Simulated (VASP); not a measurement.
Runs of VASP 6.6.1 on K2Zn2SeF4 (a cell with a defect). The cell holds a defect, 9 atoms: a = 8.105 Å, b = 4.052 Å, c = 4.052 Å, α = 90.00°, β = 90.00°, γ = 90.00°. 

```tsv
level	k mesh	smearing	gap on the mesh (eV)	pressure (GPa)	largest force (eV/Å)
PBEsol	2 × 2 × 1	fermi-dirac 0.05 eV	(c)	(a)	(b)
PBEsol	2 × 2 × 2, shifted	tetrahedron	1.89	21.7	11.23
PBEsol	2 × 2 × 2, shifted	fermi-dirac 0.05 eV	1.89	21.6	11.23
r2SCAN	3 × 3 × 3	fermi-dirac 0.05 eV	0.37	22.8	11.45
PBEsol+D3(BJ)	2 × 2 × 2, shifted	fermi-dirac 0.05 eV	1.89	19.5	11.23
```

Alike in all rows: task single point; potentials or basis VASP PAW PBE potentials, release 64 (K_sv, Zn, F, Se); no spin polarisation; cell as given; cutoff (eV) 520.

Q: Fill in the values left out.

A: (a) 22.2; (b) 11.85; (c) 0.10.

Caveats: all runs use coarse meshes; the PAW data sets were made with another functional, which shifts forces and pressure a little; three body term missing (some runs).

A k mesh can miss the band edges, and the runs leave out spin-orbit coupling on Se.
